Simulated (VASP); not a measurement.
# SrO in VASP: further runs

The runs below take SrO through single point, with PBE.

Everything below comes from runs of VASP 6.6.1. Logs are shortened: lines on timing, memory, paths and dates and some standing lists are left out, and cuts for length are marked.

## Step 1: The cell of the first run

The cell holds a sheet with vacuum, 4 atoms: a = 4.148 Å, b = 4.148 Å, c = 20.000 Å, α = 90.00°, β = 90.00°, γ = 120.00°.

The cell was built from a structure type or drawn by symmetry, and may not be a known phase.

## Step 2: Single point, PBE

Contents of INCAR:

```
SYSTEM = SrO
PREC = Accurate ; ENCUT = 520
EDIFF = 1E-7 ; ISMEAR = 0
SIGMA = 0.1 ; LREAL = .False.
LASPH = .True. ; NELM = 80
ALGO = Normal ; ISIF = 2
LWAVE = .False. ; LCHARG = .True.
LDIPOL = .True. ; IDIPOL = 3
DIPOL = 0.5 0.5 0.500 ; GGA = PE
LELF = .True. ; LVHAR = .True.
LVACPOTAV = .True. ; NBANDS = 24
```

Contents of KPOINTS:

```
regular mesh
0
Gamma
  6 6 1
  0 0 0
```

Contents of POSCAR:

```
SrO
1.0
    4.1482010000      0.0000000000      0.0000000000
   -2.0741010000      3.5924480000      0.0000000000
    0.0000000000      0.0000000000     20.0000000000
Sr O
2 2
Direct
    0.0000000000      0.0000000000      0.3702634100
    0.0000000000      0.0000000000      0.6297365900
    0.3333333300      0.6666666700      0.4308508700
    0.3333333300      0.6666666700      0.5691491300
```

Potentials or basis: VASP PAW PBE potentials, release 64 (Sr_sv, O).

Run with:

```sh
$ cat potpaw_PBE.64/Sr_sv/POTCAR potpaw_PBE.64/O/POTCAR > POTCAR
$ mpirun -np 1 vasp_std > vasp.out
```

OUTCAR:

```text
SYSTEM = SrO
   PREC = Accurate
   ENCUT = 520
   EDIFF = 1E-7
   ISMEAR = 0
   LREAL = .False.
   LASPH = .True.
   NELM = 80
   ISIF = 2
   GGA = PE

 ion  position               nearest neighbor table
   1  0.000  0.000  0.370-   3 2.68   3 2.68   3 2.68
   2  0.000  0.000  0.630-   4 2.68   4 2.68   4 2.68
   3  0.333  0.667  0.431-   1 2.68   1 2.68   1 2.68
   4  0.333  0.667  0.569-   2 2.68   2 2.68   2 2.68

  LATTYP: Found a hexagonal cell.
 ALAT       =     4.1482010000
 C/A-ratio  =     4.8213671420

  Lattice vectors:

 A1 = (   4.1482010000,   0.0000000000,   0.0000000000)
 A2 = (  -2.0741010000,   3.5924480000,   0.0000000000)
 A3 = (   0.0000000000,   0.0000000000,  20.0000000000)

Analysis of symmetry for initial positions (statically):
=====================================================================
 Subroutine PRICEL returns:
 Original cell was already a primitive cell.

 Routine SETGRP: Setting up the symmetry group for a
 hexagonal supercell.

 Subroutine GETGRP returns: Found 12 space group operations
 (whereof 12 operations were pure point group operations)
 out of a pool of 24 trial point group operations.

The static configuration has the point symmetry D_3h.

Analysis of symmetry for dynamics (positions and initial velocities):
=====================================================================
 Subroutine PRICEL returns:
 Original cell was already a primitive cell.

 Routine SETGRP: Setting up the symmetry group for a
 hexagonal supercell.

 Subroutine GETGRP returns: Found 12 space group operations
 (whereof 12 operations were pure point group operations)
 out of a pool of 24 trial point group operations.

The dynamic configuration has the point symmetry D_3h.

 Subroutine INISYM returns: Found 12 space group operations
 (whereof 12 operations are pure point group operations),
 and found     1 'primitive' translations

----------------------------------------------------------------------------------------

                                     Primitive cell

  volume of cell :     298.0439

  direct lattice vectors                    reciprocal lattice vectors
     4.148201000  0.000000000  0.000000000     0.241068357  0.139180893  0.000000000
    -2.074101000  3.592448000  0.000000000     0.000000000  0.278361719  0.000000000
     0.000000000  0.000000000 20.000000000     0.000000000  0.000000000  0.050000000

  length of vectors
[... 73 lines left out ...]
   NFREE  =      0    steps in history (QN), initial steepest desc. (CG)
   ISIF   =      2    stress and relaxation
   ISYM   =      2    0-nonsym 1-usesym 2-fastsym
   POTIM  = 0.5000    time-step for ionic-motion
   TEBEG  =    0.0;   TEEND  =   0.0 temperature during run
   PSTRESS=    0.0 pullay stress
   NELECT =      32.0000    total number of electrons
   NUPDOWN=      -1.0000    fix difference up-down
   EMIN   =  10.00;   EMAX   =-10.00  energy-range for DOS
   EFERMI =   0.00;   METHOD = LEGACY
   ISMEAR =     0;   SIGMA  =   0.10  broadening in eV -4-tet -1-fermi 0-gaus
   EFERMI_NEDOS =   21; number of points for ismear=-14 and -15
   IALGO  =     38    algorithm
   IMIX   =      4    mixing-type and parameters
     AMIX     =   0.40;   BMIX     =  1.00
     AMIX_MAG =   1.60;   BMIX_MAG =  1.00
  volume/ion in A,a.u.               =      74.51       502.82
  Fermi-wavevector in a.u.,A,eV,Ry     =   0.778093  1.470382  8.237354  0.605428
  Thomas-Fermi vector in A             =   1.880917
   LORBIT       =      0    0 simple, 1 ext, 2 COOP (PROOUT), +10 PAW based schemes
   GGA     = PE    functional components
   LHFCALC =     F    Hartree Fock is set to
   AEXX    =    0.0000 exact exchange contribution
   IVDW    =     0    specifies the selected vdW correction
   LEPSILON=     F    determine dielectric tensor
   LRPA    =     F    only Hartree local field effects (RPA)
 non-spin polarized calculation
 Gauss-broadening in eV      SIGMA  =   0.10
  energy-cutoff  :      520.00
  volume of cell :      298.04
 maximum number of plane-waves:      8109
 NGX is ok and might be reduce to    32
   NGX = 15   NGY = 15   NGZ = 75

 dipolmoment           0.000000      0.000000      0.000000 electrons x Angstroem

 number of electron      32.0000005 magnetization

 dipolmoment           0.000000      0.000000     -0.000000 electrons x Angstroem

 Free energy of the ion-electron system (eV)
  ---------------------------------------------------
  ext. energy  EPLUGINS =         0.00000000
  ---------------------------------------------------
  free energy    TOTEN  =       -17.69761286 eV

  energy without entropy =      -17.67538736  energy(sigma->0) =      -17.68650011

 E-fermi :  -1.4359     XC(G=0):  -3.9807

 val. band max:       -1.4922276841   @ k =   0.5000   0.0000   0.0000
 cond. band min:      -1.3850018016   @ k =   0.1667   0.0000   0.0000
 fundamental gap:      0.1072258825
 Fermi energy:        -1.4359009863

 k-point     1 :       0.0000    0.0000    0.0000
  band No.  band energies     occupation
      1     -36.3647      2.00000
      2     -36.3646      2.00000
      3     -18.5435      2.00000
      4     -18.5294      2.00000
      5     -18.2077      2.00000
      6     -18.2077      2.00000
[... 178 lines left out ...]
     23       3.2483      0.00000
     24       3.3169      0.00000

------------------------ aborting loop because EDIFF is reached ----------------------------------------

  FORCE on cell =-STRESS in cart. coord.  units (eV):
  Direction    XX          YY          ZZ          XY          YZ          ZX
  --------------------------------------------------------------------------------------
  -------------------------------------------------------------------------------------
  Total       -5.6789622     -5.6789640     -7.9151545      0.0000008      0.0000000      0.0000000
  in kB      -30.5280654    -30.5280748    -42.5490335      0.0000042      0.0000000      0.0000000
  external PRESSURE =     -34.5350579 kB  Pullay stress =       0.0000000 kB

 VOLUME and BASIS-vectors are now :
 -----------------------------------------------------------------------------
  energy-cutoff  :      520.00
  volume of cell :      298.04
      direct lattice vectors                 reciprocal lattice vectors
     4.148201000  0.000000000  0.000000000     0.241068357  0.139180893  0.000000000
    -2.074101000  3.592448000  0.000000000     0.000000000  0.278361719  0.000000000
     0.000000000  0.000000000 20.000000000     0.000000000  0.000000000  0.050000000

 POSITION                                       TOTAL-FORCE (eV/Angst)
 -----------------------------------------------------------------------------------
      0.00000      0.00000      7.40527        -0.000000     -0.000000      3.247127
      0.00000      0.00000     12.59473        -0.000000     -0.000000     -3.247127
     -0.00000      2.39497      8.61702         0.000000      0.000000     -3.245307
     -0.00000      2.39497     11.38298         0.000000      0.000000      3.245307
 -----------------------------------------------------------------------------------
    total drift:                                0.000039     -0.000046     -0.000000

  FREE ENERGIE OF THE ION-ELECTRON SYSTEM (eV)
  ---------------------------------------------------
  free  energy   TOTEN  =       -17.6976128562 eV

  energy  without entropy=      -17.6753873627  energy(sigma->0) =      -17.68650011

 vacuum level on the upper side and lower side of the slab         0.894         0.894
```

stdout:

```text
POSCAR found type information on POSCAR SrO
 POSCAR found :  2 types and       4 ions
 scaLAPACK will be used
 LDA part: xc-table for (Slater+PW92), standard interpolation
 POSCAR, INCAR and KPOINTS ok, starting setup
 FFT: planning ... GRIDC
 FFT: planning ... GRID_SOFT
 FFT: planning ... GRID
 WAVECAR not read
 entering main loop
 -----------------------------------------------------------------------------
|                                                                             |
|           W    W    AA    RRRRR   N    N  II  N    N   GGGG   !!!           |
|           W    W   A  A   R    R  NN   N  II  NN   N  G    G  !!!           |
|           W    W  A    A  R    R  N N  N  II  N N  N  G       !!!           |
|           W WW W  AAAAAA  RRRRR   N  N N  II  N  N N  G  GGG   !            |
|           WW  WW  A    A  R   R   N   NN  II  N   NN  G    G                |
|           W    W  A    A  R    R  N    N  II  N    N   GGGG   !!!           |
|                                                                             |
|     Did not find any points to average over, which means that no vacuum     |
|     field-free region was found. Please increase the size of  your cell     |
|     in the dimension of the dipole correction to obtain accurate            |
|     workfunction values.                                                    |
|                                                                             |
 -----------------------------------------------------------------------------
```

It took 50 s on 1 thread of Intel Xeon 6975P-C (Granite Rapids), shared host; peak memory 0.39 GiB.

What came out:

```
Free energy            : -17.6976 eV
Largest force          : 3.247 eV/Å
Band gap on the k mesh : zero (bands 16 and 17 overlap by 0.24 eV)
```

Forces in eV/Å, atoms in the order of the input:
```
Sr   0.000  0.000  3.247
Sr   0.000  0.000 -3.247
O    0.000  0.000 -3.245
O    0.000  0.000  3.245
```

## Step 3: Single point, PBE, collinear spin, ferromagnetic start

Contents of INCAR:

```
PREC     = Accurate       # precision mode
ENCUT    = 520            # plane-wave cutoff, eV
EDIFF    = 1E-6           # SCF threshold, eV
ISMEAR   = 0              # smearing method
SIGMA    = 0.1            # smearing width, eV
LREAL    = F              # projectors in reciprocal space
LASPH    = T              # aspherical terms in the spheres
NELM     = 150            # most SCF steps
ALGO     = Normal         # electronic algorithm
ISIF     = 2              # what is computed and relaxed
LWAVE    = F              # write WAVECAR
LCHARG   = F              # write CHGCAR
ISPIN    = 2              # spin polarisation
MAGMOM   = 0 0 1 1        # initial moments
LORBIT   = 11             # projections on sites
LDIPOL   = T            
IDIPOL   = 3            
DIPOL    = 0.5 0.5 0.500
GGA      = PE             # functional
NBANDS   = 28             # bands
```

Contents of KPOINTS:

```
regular mesh
0
Gamma
  6 6 1
```

POSCAR is that of step 2.

Potentials or basis: VASP PAW PBE potentials, release 64 (Sr_sv, O).

Run with:

```sh
$ cat potpaw_PBE.64/Sr_sv/POTCAR potpaw_PBE.64/O/POTCAR > POTCAR
$ mpirun -np 1 vasp_std > vasp.out
```

It took 2.3 min on 1 thread of Intel Xeon 6975P-C (Granite Rapids), shared host; peak memory 0.54 GiB.

Results (log left out):

* Free energy: -17.7064 eV
* Largest force: 3.225 eV/Å
* Net moment: -0.10 μB per cell
* Site moments: Sr +0.01; O -0.13 μB
* Valence electrons inside the program's atomic spheres: Sr 7.93; O 4.79

Forces on the atoms (eV/Å):
```
Sr   0.000  0.000  3.225
Sr   0.000  0.000 -3.225
O    0.000  0.000 -3.165
O    0.000  0.000  3.165
```

Levels at points of the mesh, in eV from the Fermi level:
Spin up:
```csv
k point,band 12,band 13,band 14,band 15,band 16,band 17,band 18,band 19,band 20,band 21
"(0.00, 0.00, 0.00)",-1.34,-0.69,-0.69,-0.52,-0.52,-0.38,0.21,1.81,2.40,2.93
"(0.50, 0.00, 0.00)",-0.87,-0.84,-0.59,-0.37,0.01,1.37,1.40,2.08,2.18,3.53
```
Spin down:
| k point | band 13 | band 14 | band 15 | band 16 | band 17 | band 18 | band 19 | band 20 |
| --- | --- | --- | --- | --- | --- | --- | --- | --- |
| (0.00, 0.00, 0.00) | -0.80 | -0.80 | -0.62 | -0.62 | -0.29 | 0.14 | 1.94 | 2.47 |
| (0.50, 0.00, 0.00) | -0.97 | -0.69 | -0.48 | -0.36 | 1.62 | 1.63 | 2.26 | 2.34 |
